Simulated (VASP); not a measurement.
Here is a VASP 6.6.1 calculation.

The input INCAR:

```
ALGO = Normal
EDIFF = 1E-6
ENCUT = 520
GGA = PE
ISIF = 2
ISMEAR = -1
LASPH = True
LCHARG = False
LREAL = False
LWAVE = False
NBANDS = 14
NELM = 60
PREC = Accurate
SIGMA = 0.05
```

File KPOINTS:

```
k-points
0
Gamma
  16 16 16
```

File POSCAR:

```
AlNi
1.0
    2.5449517702      0.0000000000      0.0000000000
    0.0000000000      2.5449517702      0.0000000000
    0.0000000000      0.0000000000      2.5449517702
Ni Al
1 1
Direct
    0.0000000000      0.0000000000      0.0000000000
    0.5000000000      0.5000000000      0.5000000000
```

Potentials or basis: VASP PAW PBE potentials, release 64 (Ni, Al).

Command:

```sh
$ cat potpaw_PBE.64/Ni/POTCAR potpaw_PBE.64/Al/POTCAR > POTCAR
$ mpirun -np 1 vasp_std > vasp.out
```

(1) Predict the pressure.

Results:

(1) 139.9 GPa.
